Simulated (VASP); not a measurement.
# C (P6_3/mmc) in VASP: a series of runs, part 3 of 3

VASP 6.6.1.

### 6 Single point, r2SCAN (strain +0.5%)

POSCAR reads:

```
C
1.0
    2.5157113486      0.0000000000      0.0000000000
   -1.2578556743      2.1786699365      0.0000000000
    0.0000000000      0.0000000000      4.1897136386
C
4
Direct
    0.3333333333      0.6666666667      0.0001745392
    0.6666666667      0.3333333333      0.5001745392
    0.3333333333      0.6666666667      0.3748254608
    0.6666666667      0.3333333333      0.8748254608
```

INCAR.step1 reads:

```
PREC = Accurate
ENCUT = 520
ISMEAR = 0
SIGMA = 0.01
LREAL = False
LASPH = True
NELM = 60
NBANDS = 16
GGA = PE
ALGO = Normal
EDIFF = 1E-4
LWAVE = True
LCHARG = False
```

INCAR.step2 reads:

```
PREC = Accurate
ENCUT = 520
EDIFF = 1E-7
ISMEAR = 0
SIGMA = 0.01
LREAL = False
LASPH = True
NELM = 60
ALGO = Normal
ISIF = 2
LWAVE = False
LCHARG = False
METAGGA = R2SCAN
LMIXTAU = True
NBANDS = 16
ISTART = 1
```

KPOINTS reads:

```
regular mesh
0
Gamma
  12 12 6
```

Potentials or basis: VASP PAW PBE potentials, release 64 (C).

Command:

```
$ cat potpaw_PBE.64/C/POTCAR > POTCAR
$ cp INCAR.step1 INCAR
$ mpirun -np 1 vasp_std > vasp.out
$ cp INCAR.step2 INCAR
$ mpirun -np 1 vasp_std > vasp.out
```

OUTCAR:

```text
PREC = Accurate
   ENCUT = 520
   EDIFF = 1E-7
   ISMEAR = 0
   LREAL = False
   LASPH = True
   NELM = 60
   ISIF = 2
   METAGGA = R2SCAN
   ISTART = 1

 ion  position               nearest neighbor table
   1  0.333  0.667  0.000-   4 1.54   4 1.54   4 1.54   3 1.57
   2  0.667  0.333  0.500-   3 1.54   3 1.54   3 1.54   4 1.57
   3  0.333  0.667  0.375-   2 1.54   2 1.54   2 1.54   1 1.57
   4  0.667  0.333  0.875-   1 1.54   1 1.54   1 1.54   2 1.57

  LATTYP: Found a hexagonal cell.
 ALAT       =     2.5157113486
 C/A-ratio  =     1.6654190637

  Lattice vectors:

 A1 = (   2.5157113486,   0.0000000000,   0.0000000000)
 A2 = (  -1.2578556743,   2.1786699365,   0.0000000000)
 A3 = (   0.0000000000,   0.0000000000,   4.1897136386)

Analysis of symmetry for initial positions (statically):
=====================================================================
 Subroutine PRICEL returns:
 Original cell was already a primitive cell.

 Routine SETGRP: Setting up the symmetry group for a
 hexagonal supercell.

 Subroutine GETGRP returns: Found 24 space group operations
 (whereof  6 operations were pure point group operations)
 out of a pool of 24 trial point group operations.

The static configuration has the point symmetry C_3v.
 The point group associated with its full space group is D_6h.

Analysis of symmetry for dynamics (positions and initial velocities):
=====================================================================
 Subroutine PRICEL returns:
 Original cell was already a primitive cell.

 Routine SETGRP: Setting up the symmetry group for a
 hexagonal supercell.

 Subroutine GETGRP returns: Found 24 space group operations
 (whereof  6 operations were pure point group operations)
 out of a pool of 24 trial point group operations.

The dynamic configuration has the point symmetry C_3v.
 The point group associated with its full space group is D_6h.

 Subroutine INISYM returns: Found 24 space group operations
 (whereof  6 operations are pure point group operations),
 and found     1 'primitive' translations

----------------------------------------------------------------------------------------

                                     Primitive cell

  volume of cell :      22.9634

  direct lattice vectors                    reciprocal lattice vectors
     2.515711349  0.000000000  0.000000000     0.397501884  0.229497820  0.000000000
    -1.257855674  2.178669936  0.000000000     0.000000000  0.458995639  0.000000000
     0.000000000  0.000000000  4.189713639     0.000000000  0.000000000  0.238679797

  length of vectors
     2.515711349  2.515711349  4.189713639     0.458995639  0.458995639  0.238679797

  position of ions in fractional coordinates (direct lattice)
     0.333333333  0.666666667  0.000174539
     0.666666667  0.333333333  0.500174539
     0.333333333  0.666666667  0.374825461
     0.666666667  0.333333333  0.874825461

  ion indices of the primitive-cell ions
   primitive index   ion index
                 1           1
                 2           2
                 3           3
                 4           4

[... 25 lines left out ...]

 Following reciprocal coordinates:
            Coordinates               Weight
  0.000000  0.000000  0.000000      1.000000
  0.083333  0.000000  0.000000      6.000000
  0.166667  0.000000  0.000000      6.000000
  0.250000  0.000000  0.000000      6.000000
  0.333333  0.000000  0.000000      6.000000
  0.416667  0.000000  0.000000      6.000000
[... 16 lines left out ...]
  0.250000  0.000000  0.166667     12.000000
  0.333333  0.000000  0.166667     12.000000
 [... further k-points ...]
   k-points           NKPTS =     76   k-points in BZ     NKDIM =     76   number of bands    NBANDS=     16
   number of dos      NEDOS =    301   number of ions     NIONS =      4
   total plane-waves  NPLWV =  12800
   dimension x,y,z NGX =    20 NGY =   20 NGZ =   32
   dimension x,y,z NGXF=    40 NGYF=   40 NGZF=   64
   ions per type =               4
   NGX,Y,Z   is equivalent  to a cutoff of  13.22, 13.22, 12.70 a.u.
   NGXF,Y,Z  is equivalent  to a cutoff of  26.43, 26.43, 25.39 a.u.
 SYSTEM =  unknown system
   PREC   = accura    normal or accurate (medium, high low for compatibility)
   ISTART =      1    job   : 0-new  1-cont  2-samecut
   ICHARG =      0    charge: 1-file 2-atom 10-const
   ISPIN  =      1    spin polarized calculation?
   LNONCOLLINEAR =      F non collinear calculations
   LSORBIT =      F    spin-orbit coupling
   LASPH  =      T    aspherical Exc in radial PAW
   ENCUT  =  520.0 eV  38.22 Ry    6.18 a.u.   4.68  4.68  7.79*2*pi/ulx,y,z
   NELM   =     60;   NELMIN=  2; NELMDL=  0     # of ELM steps
   EDIFF  = 0.1E-06   stopping-criterion for ELM
   LREAL  =      F    real-space projection
   EDIFFG = 0.1E-05   stopping-criterion for IOM
   NSW    =      0    number of steps for IOM
   IBRION =     -1    ionic relax: 0-MD 1-quasi-New 2-CG
   NFREE  =      0    steps in history (QN), initial steepest desc. (CG)
   ISIF   =      2    stress and relaxation
   ISYM   =      2    0-nonsym 1-usesym 2-fastsym
   POTIM  = 0.5000    time-step for ionic-motion
   TEBEG  =    0.0;   TEEND  =   0.0 temperature during run
   PSTRESS=    0.0 pullay stress
   NELECT =      16.0000    total number of electrons
   NUPDOWN=      -1.0000    fix difference up-down
   EMIN   =  10.00;   EMAX   =-10.00  energy-range for DOS
   EFERMI =   0.00;   METHOD = LEGACY
   ISMEAR =     0;   SIGMA  =   0.01  broadening in eV -4-tet -1-fermi 0-gaus
   EFERMI_NEDOS =   21; number of points for ismear=-14 and -15
   IALGO  =     38    algorithm
   IMIX   =      4    mixing-type and parameters
     AMIX     =   0.40;   BMIX     =  1.00
     AMIX_MAG =   1.60;   BMIX_MAG =  1.00
  volume/ion in A,a.u.               =       5.74        38.74
  Fermi-wavevector in a.u.,A,eV,Ry     =   1.451340  2.742636 28.659163  2.106389
  Thomas-Fermi vector in A             =   2.568849
   LORBIT       =      0    0 simple, 1 ext, 2 COOP (PROOUT), +10 PAW based schemes
   METAGGA = R2SCAN    functional components
   LHFCALC =     F    Hartree Fock is set to
   AEXX    =    0.0000 exact exchange contribution
   IVDW    =     0    specifies the selected vdW correction
   LEPSILON=     F    determine dielectric tensor
   LRPA    =     F    only Hartree local field effects (RPA)
 non-spin polarized calculation
 Gauss-broadening in eV      SIGMA  =   0.01
  energy-cutoff  :      520.00
  volume of cell :       22.96
 maximum number of plane-waves:       640
 NGX is ok and might be reduce to    20
   NGX =  9   NGY =  9   NGZ = 15

 number of electron      16.0000000 magnetization

 Free energy of the ion-electron system (eV)
  ---------------------------------------------------
  ext. energy  EPLUGINS =         0.00000000
  ---------------------------------------------------
  free energy    TOTEN  =       -39.20056425 eV

  energy without entropy =      -39.20056425  energy(sigma->0) =      -39.20056425

 E-fermi :   9.9810     XC(G=0): -14.1852

 val. band max:        9.8284761685   @ k =   0.0000   0.0000   0.0000
 cond. band min:      13.4494019160   @ k =   0.3333   0.3333   0.0000
 fundamental gap:      3.6209257475
 Fermi energy:         9.9810295107

 k-point     1 :       0.0000    0.0000    0.0000
  band No.  band energies     occupation
      1     -13.0128      2.00000
      2      -7.3538      2.00000
      3      -4.3795      2.00000
      4       6.6018      2.00000
      5       6.6018      2.00000
      6       9.3543      2.00000
[... 433 lines left out ...]
      3      -1.9558      2.00000
      4      -0.0089      2.00000
      5       2.1238      2.00000
      6       3.8941      2.00000
[... 8 lines left out ...]
     15      25.0243      0.00000
     16      27.5885      0.00000

 [... further k-points ...]

------------------------ aborting loop because EDIFF is reached ----------------------------------------

  FORCE on cell =-STRESS in cart. coord.  units (eV):
  Direction    XX          YY          ZZ          XY          YZ          ZX
  --------------------------------------------------------------------------------------
  -------------------------------------------------------------------------------------
  Total       -0.7822913     -0.7822913     -0.8042295      0.0000000      0.0000000     -0.0000000
  in kB      -54.5811288    -54.5811288    -56.1117741      0.0000000      0.0000000     -0.0000000
  external PRESSURE =     -55.0913439 kB  Pullay stress =       0.0000000 kB

 VOLUME and BASIS-vectors are now :
 -----------------------------------------------------------------------------
  energy-cutoff  :      520.00
  volume of cell :       22.96
      direct lattice vectors                 reciprocal lattice vectors
     2.515711349  0.000000000  0.000000000     0.397501884  0.229497820  0.000000000
    -1.257855674  2.178669936  0.000000000     0.000000000  0.458995639  0.000000000
     0.000000000  0.000000000  4.189713639     0.000000000  0.000000000  0.238679797

 POSITION                                       TOTAL-FORCE (eV/Angst)
 -----------------------------------------------------------------------------------
     -0.00000      1.45245      0.00073        -0.000000      0.000000      0.008771
      1.25786      0.72622      2.09559         0.000000     -0.000000      0.008771
     -0.00000      1.45245      1.57041        -0.000000      0.000000     -0.008771
      1.25786      0.72622      3.66527         0.000000     -0.000000     -0.008771
 -----------------------------------------------------------------------------------
    total drift:                               -0.000000      0.000000      0.000000

  FREE ENERGIE OF THE ION-ELECTRON SYSTEM (eV)
  ---------------------------------------------------
  free  energy   TOTEN  =       -39.2005642519 eV

  energy  without entropy=      -39.2005642519  energy(sigma->0) =      -39.20056425
```

Run time: 58 s. Hardware: 1 thread of Intel Xeon 6975P-C (Granite Rapids), shared host; peak memory 0.14 GiB.

Results:

| Property | Result |
| --- | --- |
| Free energy | -39.2006 eV |
| Pressure | -5.5 GPa |
| Largest force | 0.009 eV/Å |
| Band gap on the k mesh | 3.62 eV, indirect (least direct gap 5.18 eV) |

Forces on the atoms (eV/Å):
```
C    0.000  0.000  0.009
C    0.000  0.000  0.009
C    0.000  0.000 -0.009
C    0.000  0.000 -0.009
```

Stress tensor (GPa, compression positive):
```
-5.46  0.00  0.00
 0.00 -5.46  0.00
 0.00  0.00 -5.61
```

Levels at points of the mesh, in eV from the valence-band top:
| k point | band 5 | band 6 | band 7 | band 8 | band 9 | band 10 | band 11 | band 12 |
| --- | --- | --- | --- | --- | --- | --- | --- | --- |
| (0.00, 0.00, 0.00) | -3.23 | -0.47 | 0.00 | 0.00 | 5.18 | 5.18 | 5.54 | 8.28 |
| (0.50, 0.00, 0.00) | -9.63 | -6.75 | -6.12 | -3.30 | 4.69 | 8.56 | 8.67 | 8.74 |
| (0.00, 0.00, 0.50) | -1.94 | -1.94 | -1.94 | -1.94 | 7.56 | 7.56 | 7.56 | 7.56 |
| (0.50, 0.00, 0.50) | -5.33 | -5.33 | -5.05 | -5.05 | 6.13 | 6.13 | 6.76 | 6.76 |

Caveat: the cell differs from its parent crystal (strain +0.5%); the PAW data sets were made with another functional, which shifts forces and pressure a little. A k mesh can miss the band edges.

### 7 The runs side by side

```csv
level,cell,smearing,gap on the mesh (eV),pressure (GPa),largest force (eV/Å)
PBE,"a = 2.453, b = 2.453, c = 4.170 Å, angles 90.0, 90.0, 120.0°, 4 atoms",fermi-dirac 0.02 eV,3.11,24.5,0.05
PBE,"a = 2.503, b = 2.503, c = 4.169 Å, angles 90.0, 90.0, 120.0°, 4 atoms",fermi-dirac 0.02 eV,3.31,4.8,0.02
PBE,"a = 2.516, b = 2.516, c = 4.190 Å, angles 90.0, 90.0, 120.0°, 4 atoms",fermi-dirac 0.02 eV,3.37,-1.7,0.01
r2SCAN,"a = 2.453, b = 2.453, c = 4.170 Å, angles 90.0, 90.0, 120.0°, 4 atoms",gaussian 0.01 eV,3.36,20.9,0.02
r2SCAN,"a = 2.516, b = 2.516, c = 4.190 Å, angles 90.0, 90.0, 120.0°, 4 atoms",gaussian 0.01 eV,3.62,-5.5,0.01
```

Alike in all rows: task single point; potentials or basis VASP PAW PBE potentials, release 64 (C); no spin polarisation; k mesh 12 × 12 × 6; cutoff (eV) 520.

Caveats: the PAW data sets were made with another functional, which shifts forces and pressure a little (some runs).

Total energies depend on the potentials used, so only differences within one code and one set of settings carry meaning.
